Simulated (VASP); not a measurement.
# WC in VASP: notebook

WC is run at these levels: PBE; tasks: single point.

Program: VASP 6.6.1. These are calculated values, not measurements. Logs are shortened: lines on timing, memory, paths and dates and some standing lists are left out, and cuts for length are marked.

## 1. The cell of the first run

The structure is cubic, space group F-43m (No. 216). The conventional cell has a = 4.604 Å, b = 4.604 Å, c = 4.604 Å, α = 90.00°, β = 90.00°, γ = 90.00°. W (site symmetry -43m) has 4 C at 1.99 Å within 2.6 Å. C (site symmetry -43m) has 4 W at 1.99 Å within 2.6 Å.

## 2. Single point, PBE

Input file INCAR:

```
SYSTEM = WC
ALGO = Normal
EDIFF = 1E-6
ENCUT = 600
GGA = PE
GGA_COMPAT = .FALSE.
ISIF = 2
ISMEAR = -1
LASPH = .TRUE.
LCHARG = .FALSE.
LREAL = .FALSE.
LWAVE = .FALSE.
NBANDS = 16
NELM = 120
PREC = Accurate
SIGMA = 0.03
```

Input file KPOINTS:

```
k-points
0
G
  6 6 6
  0 0 0
```

Input file POSCAR:

```
WC
1.0
    0.0000000000      2.3021091000      2.3021091000
    2.3021091000      0.0000000000      2.3021091000
    2.3021091000      2.3021091000      0.0000000000
W C
1 1
Direct
    0.0000000000      0.0000000000      0.0000000000
    0.7500000000      0.7500000000      0.7500000000
```

Potentials or basis: VASP PAW PBE potentials, release 64 (W_sv, C).

Started as:

```bash
> cat potpaw_PBE.64/W_sv/POTCAR potpaw_PBE.64/C/POTCAR > POTCAR
> mpirun -np 1 vasp_std > vasp.out
```

OUTCAR:

```text
SYSTEM = WC
   EDIFF = 1E-6
   ENCUT = 600
   GGA = PE
   ISIF = 2
   ISMEAR = -1
   LASPH = .TRUE.
   LREAL = .FALSE.
   NELM = 120
   PREC = Accurate

 ion  position               nearest neighbor table
   1  0.000  0.000  0.000-   2 1.99   2 1.99   2 1.99   2 1.99
   2  0.750  0.750  0.750-   1 1.99   1 1.99   1 1.99   1 1.99

  LATTYP: Found a face centered cubic cell.
 ALAT       =     4.6042182000

  Lattice vectors:

 A1 = (   0.0000000000,   2.3021091000,   2.3021091000)
 A2 = (   2.3021091000,   0.0000000000,   2.3021091000)
 A3 = (   2.3021091000,   2.3021091000,   0.0000000000)

Analysis of symmetry for initial positions (statically):
=====================================================================
 Subroutine PRICEL returns:
 Original cell was already a primitive cell.

 Routine SETGRP: Setting up the symmetry group for a
 face centered cubic supercell.

 Subroutine GETGRP returns: Found 24 space group operations
 (whereof 24 operations were pure point group operations)
 out of a pool of 48 trial point group operations.

The static configuration has the point symmetry T_d .

Analysis of symmetry for dynamics (positions and initial velocities):
=====================================================================
 Subroutine PRICEL returns:
 Original cell was already a primitive cell.

 Routine SETGRP: Setting up the symmetry group for a
 face centered cubic supercell.

 Subroutine GETGRP returns: Found 24 space group operations
 (whereof 24 operations were pure point group operations)
 out of a pool of 48 trial point group operations.

The dynamic configuration has the point symmetry T_d .

 Subroutine INISYM returns: Found 24 space group operations
 (whereof 24 operations are pure point group operations),
 and found     1 'primitive' translations

----------------------------------------------------------------------------------------

                                     Primitive cell

  volume of cell :      24.4010

  direct lattice vectors                    reciprocal lattice vectors
     0.000000000  2.302109100  2.302109100    -0.217192139  0.217192139  0.217192139
     2.302109100  0.000000000  2.302109100     0.217192139 -0.217192139  0.217192139
     2.302109100  2.302109100  0.000000000     0.217192139  0.217192139 -0.217192139

  length of vectors
     3.255673911  3.255673911  3.255673911     0.376187820  0.376187820  0.376187820

  position of ions in fractional coordinates (direct lattice)
     0.000000000  0.000000000  0.000000000
     0.750000000  0.750000000  0.750000000

  ion indices of the primitive-cell ions
   primitive index   ion index
                 1           1
                 2           2

----------------------------------------------------------------------------------------

 KPOINTS: k-points

Automatic generation of k-mesh.
 Grid dimensions read from file:
 generate k-points for:    6    6    6

 Generating k-lattice:

  Cartesian coordinates                     Fractional coordinates (reciprocal lattice)
    -0.036198690  0.036198690  0.036198690     0.166666667  0.000000000  0.000000000
     0.036198690 -0.036198690  0.036198690     0.000000000  0.166666667  0.000000000
     0.036198690  0.036198690 -0.036198690     0.000000000  0.000000000  0.166666667

  Length of vectors
     0.062697970  0.062697970  0.062697970

  Shift w.r.t. Gamma in fractional coordinates (k-lattice)
     0.000000000  0.000000000  0.000000000

 Subroutine IBZKPT returns following result:
 ===========================================

 Found     16 irreducible k-points:

 Following reciprocal coordinates:
            Coordinates               Weight
  0.000000  0.000000  0.000000      1.000000
  0.166667  0.000000  0.000000      8.000000
  0.333333  0.000000  0.000000      8.000000
  0.500000  0.000000  0.000000      4.000000
  0.166667  0.166667  0.000000      6.000000
  0.333333  0.166667  0.000000     24.000000
[... 8 lines left out ...]
 -0.333333  0.333333  0.166667     24.000000
 -0.333333  0.500000  0.166667     12.000000
   k-points           NKPTS =     16   k-points in BZ     NKDIM =     16   number of bands    NBANDS=     16
   number of dos      NEDOS =    301   number of ions     NIONS =      2
   total plane-waves  NPLWV =  21952
   dimension x,y,z NGX =    28 NGY =   28 NGZ =   28
   dimension x,y,z NGXF=    56 NGYF=   56 NGZF=   56
   ions per type =               1   1
   NGX,Y,Z   is equivalent  to a cutoff of  14.30, 14.30, 14.30 a.u.
   NGXF,Y,Z  is equivalent  to a cutoff of  28.60, 28.60, 28.60 a.u.
 SYSTEM =  WC
   PREC   = accura    normal or accurate (medium, high low for compatibility)
   ISTART =      0    job   : 0-new  1-cont  2-samecut
   ICHARG =      2    charge: 1-file 2-atom 10-const
   ISPIN  =      1    spin polarized calculation?
   LNONCOLLINEAR =      F non collinear calculations
   LSORBIT =      F    spin-orbit coupling
   LASPH  =      T    aspherical Exc in radial PAW
   ENCUT  =  600.0 eV  44.10 Ry    6.64 a.u.   6.50  6.50  6.50*2*pi/ulx,y,z
   NELM   =    120;   NELMIN=  2; NELMDL= -5     # of ELM steps
   EDIFF  = 0.1E-05   stopping-criterion for ELM
   LREAL  =      F    real-space projection
   EDIFFG = 0.1E-04   stopping-criterion for IOM
   NSW    =      0    number of steps for IOM
   IBRION =     -1    ionic relax: 0-MD 1-quasi-New 2-CG
   NFREE  =      0    steps in history (QN), initial steepest desc. (CG)
   ISIF   =      2    stress and relaxation
   ISYM   =      2    0-nonsym 1-usesym 2-fastsym
   POTIM  = 0.5000    time-step for ionic-motion
   TEBEG  =    0.0;   TEEND  =   0.0 temperature during run
   PSTRESS=    0.0 pullay stress
   NELECT =      18.0000    total number of electrons
   NUPDOWN=      -1.0000    fix difference up-down
   EMIN   =  10.00;   EMAX   =-10.00  energy-range for DOS
   EFERMI =   0.00;   METHOD = LEGACY
   ISMEAR =    -1;   SIGMA  =   0.03  broadening in eV -4-tet -1-fermi 0-gaus
   EFERMI_NEDOS =   21; number of points for ismear=-14 and -15
   IALGO  =     38    algorithm
   IMIX   =      4    mixing-type and parameters
     AMIX     =   0.40;   BMIX     =  1.00
     AMIX_MAG =   1.60;   BMIX_MAG =  1.00
  volume/ion in A,a.u.               =      12.20        82.33
  Fermi-wavevector in a.u.,A,eV,Ry     =   1.479210  2.795301 29.770385  2.188062
  Thomas-Fermi vector in A             =   2.593396
   LORBIT       =      0    0 simple, 1 ext, 2 COOP (PROOUT), +10 PAW based schemes
   GGA     = PE    functional components
   LHFCALC =     F    Hartree Fock is set to
   AEXX    =    0.0000 exact exchange contribution
   IVDW    =     0    specifies the selected vdW correction
   LEPSILON=     F    determine dielectric tensor
   LRPA    =     F    only Hartree local field effects (RPA)
 non-spin polarized calculation
  energy-cutoff  :      600.00
  volume of cell :       24.40
 maximum number of plane-waves:       869
 NGX is ok and might be reduce to    28
   NGX = 13   NGY = 13   NGZ = 13

 number of electron      17.9999998 magnetization

 Free energy of the ion-electron system (eV)
  ---------------------------------------------------
  ext. energy  EPLUGINS =         0.00000000
  ---------------------------------------------------
  free energy    TOTEN  =       -20.98734265 eV

  energy without entropy =      -20.98409979  energy(sigma->0) =      -20.98572122

 E-fermi :   9.6368     XC(G=0): -12.6402

 val. band max:        9.6171097695   @ k =   0.0000   0.0000   0.0000
 cond. band min:       9.6765876695   @ k =  -0.3333   0.3333   0.0000
 fundamental gap:      0.0594779001
 Fermi energy:         9.6368418676

 k-point     1 :       0.0000    0.0000    0.0000
  band No.  band energies     occupation
      1     -65.0228      2.00000
      2     -29.1746      2.00000
      3     -29.1746      2.00000
      4     -29.1746      2.00000
      5      -4.4978      2.00000
      6       3.6530      2.00000
[... 8 lines left out ...]
     15      24.4060      0.00000
     16      24.4060      0.00000

 k-point     2 :       0.1667    0.0000    0.0000
  band No.  band energies     occupation
      1     -65.0179      2.00000
      2     -29.2743      2.00000
      3     -29.1893      2.00000
      4     -29.1893      2.00000
      5      -3.9595      2.00000
      6       3.3031      2.00000
[... 8 lines left out ...]
     15      20.7517      0.00000
     16      24.3591      0.00000

 k-point     3 :       0.3333    0.0000    0.0000
  band No.  band energies     occupation
      1     -65.0082      2.00000
      2     -29.4686      2.00000
      3     -29.2186      2.00000
      4     -29.2186      2.00000
      5      -2.9121      2.00000
      6       3.2936      2.00000
[... 8 lines left out ...]
     15      19.1216      0.00000
     16      25.7419      0.00000

 k-point     4 :       0.5000    0.0000    0.0000
  band No.  band energies     occupation
      1     -65.0033      2.00000
      2     -29.5633      2.00000
      3     -29.2332      2.00000
      4     -29.2332      2.00000
      5      -2.4613      2.00000
      6       3.8758      2.00000
[... 8 lines left out ...]
     15      21.3807      0.00000
     16      26.9658      0.00000
[... 172 lines left out ...]
 k-point    14 :       0.5000    0.3333    0.1667
  band No.  band energies     occupation
      1     -65.0017      2.00000
      2     -29.4705      2.00000
      3     -29.3354      2.00000
      4     -29.2667      2.00000
      5      -2.1353      2.00000
      6       2.8952      2.00000
[... 8 lines left out ...]
     15      20.5315      0.00000
     16      23.6931      0.00000

 k-point    15 :      -0.3333    0.3333    0.1667
  band No.  band energies     occupation
      1     -64.9985      2.00000
      2     -29.4865      2.00000
      3     -29.3800      2.00000
      4     -29.2890      2.00000
      5      -1.8059      2.00000
      6       3.5554      2.00000
[... 8 lines left out ...]
     15      22.2254      0.00000
     16      23.7207      0.00000

 k-point    16 :      -0.3333    0.5000    0.1667
  band No.  band energies     occupation
      1     -64.9969      2.00000
      2     -29.4965      2.00000
      3     -29.3746      2.00000
      4     -29.3242      2.00000
      5      -1.6360      2.00000
      6       2.7454      2.00000
[... 8 lines left out ...]
     15      22.6911      0.00000
     16      22.9340      0.00000

------------------------ aborting loop because EDIFF is reached ----------------------------------------

  FORCE on cell =-STRESS in cart. coord.  units (eV):
  Direction    XX          YY          ZZ          XY          YZ          ZX
  --------------------------------------------------------------------------------------
  -------------------------------------------------------------------------------------
  Total        2.9149925      2.9149925      2.9149925      0.0000000     -0.0000000      0.0000000
  in kB      191.3992900    191.3992900    191.3992900      0.0000000     -0.0000000      0.0000000
  external PRESSURE =     191.3992900 kB  Pullay stress =       0.0000000 kB

 VOLUME and BASIS-vectors are now :
 -----------------------------------------------------------------------------
  energy-cutoff  :      600.00
  volume of cell :       24.40
      direct lattice vectors                 reciprocal lattice vectors
     0.000000000  2.302109100  2.302109100    -0.217192139  0.217192139  0.217192139
     2.302109100  0.000000000  2.302109100     0.217192139 -0.217192139  0.217192139
     2.302109100  2.302109100  0.000000000     0.217192139  0.217192139 -0.217192139

 POSITION                                       TOTAL-FORCE (eV/Angst)
 -----------------------------------------------------------------------------------
      0.00000      0.00000      0.00000        -0.000000     -0.000000     -0.000000
      3.45316      3.45316      3.45316         0.000000      0.000000      0.000000
 -----------------------------------------------------------------------------------
    total drift:                               -0.000000     -0.000000     -0.000000

  FREE ENERGIE OF THE ION-ELECTRON SYSTEM (eV)
  ---------------------------------------------------
  free  energy   TOTEN  =       -20.9873426501 eV

  energy  without entropy=      -20.9840997883  energy(sigma->0) =      -20.98572122
```

Wall time 5 s (1 thread of Intel Xeon 6975P-C (Granite Rapids), shared host); peak memory 0.16 GiB.

Results:

| Property | Result |
| --- | --- |
| Free energy | -20.9873 eV |
| Pressure | 19.1 GPa |
| Band gap on the k mesh | zero (bands 9 and 10 overlap by 1.18 eV) |

Caveat: the k points lie up to 0.39 Å⁻¹ apart, too coarse for converged energies and pressures of a metal; spin-orbit coupling is left out, which moves the levels of the heavy elements.

## 3. Single point, PBE (atoms moved at random)

Input file INCAR:

```
ALGO = Normal
EDIFF = 1E-6
ENCUT = 520
GGA = PE
ISIF = 2
ISMEAR = -1
LASPH = True
LCHARG = True
LELF = True
LREAL = False
LVHAR = True
LWAVE = False
NBANDS = 16
NELM = 80
PREC = Accurate
SIGMA = 0.05
```

Input file KPOINTS:

```
k-points
0
Gamma
  10 10 10
```

Input file POSCAR:

```
WC
1.0
    0.0000000000      2.3021091000      2.3021091000
    2.3021091000      0.0000000000      2.3021091000
    2.3021091000      2.3021091000      0.0000000000
W C
1 1
Direct
   -0.0200050000     -0.0053940000      0.0089470000
    0.7474570000      0.7627780000      0.7477320000
```

Potentials or basis: VASP PAW PBE potentials, release 64 (W_sv, C).

Started as:

```bash
> cat potpaw_PBE.64/W_sv/POTCAR potpaw_PBE.64/C/POTCAR > POTCAR
> mpirun -np 1 vasp_std > vasp.out
```

Run time: 2.8 min. Hardware: 1 thread of Intel Xeon 8259CL, shared host; peak memory 0.3 GiB.

It converged, with:

| Quantity | Value |
| --- | --- |
| Free energy | -20.9435 eV |
| Pressure | 20.2 GPa |
| Largest force | 1.716 eV/Å |
| Band gap on the k mesh | zero (bands 9 and 10 overlap by 1.11 eV) |

Forces in eV/Å, atoms in the order of the input:
```
W    0.391  0.366  1.631
C   -0.391 -0.366 -1.631
```

Stress tensor (GPa, compression positive):
```
20.68 12.51  2.43
12.51 20.69  2.65
 2.43  2.65 19.17
```

Levels at points of the mesh, in eV from the Fermi level:
```tsv
k point	band 5	band 6	band 7	band 8	band 9	band 10	band 11	band 12	band 13	band 14
(0.00, 0.00, 0.00)	-14.15	-6.16	-6.01	-5.81	-0.04	-0.04	2.79	7.21	8.00	8.64
(0.50, 0.00, 0.00)	-12.20	-5.78	-5.51	-5.29	0.70	1.09	1.69	5.47	5.69	6.35
(0.00, 0.50, 0.00)	-12.21	-5.78	-5.52	-5.30	0.70	1.09	1.70	5.48	5.70	6.34
(0.00, 0.00, 0.50)	-12.04	-5.79	-5.27	-4.99	0.59	1.13	1.16	4.81	5.24	6.22
(0.50, 0.50, 0.50)	-11.97	-5.77	-5.10	-4.90	0.64	0.91	1.08	4.60	4.88	6.18
(0.50, 0.50, 0.00)	-11.37	-7.74	-3.03	-2.53	-2.29	1.69	2.12	2.69	3.27	12.66
(0.00, 0.50, 0.50)	-11.31	-7.78	-2.90	-2.77	-2.15	1.68	2.07	2.89	3.04	12.97
(0.50, 0.00, 0.50)	-11.31	-7.78	-2.90	-2.77	-2.15	1.68	2.07	2.89	3.04	12.97
```

Caveat: the cell differs from its parent crystal (atoms moved at random); the cell stands under pressure; spin-orbit coupling is left out, which moves the levels of the heavy elements; forces of over 1 eV/Å act on the atoms, so gaps and moduli don't describe the material at rest.

The gap in the log of VASP goes by the Fermi energy; the results here count the filled bands.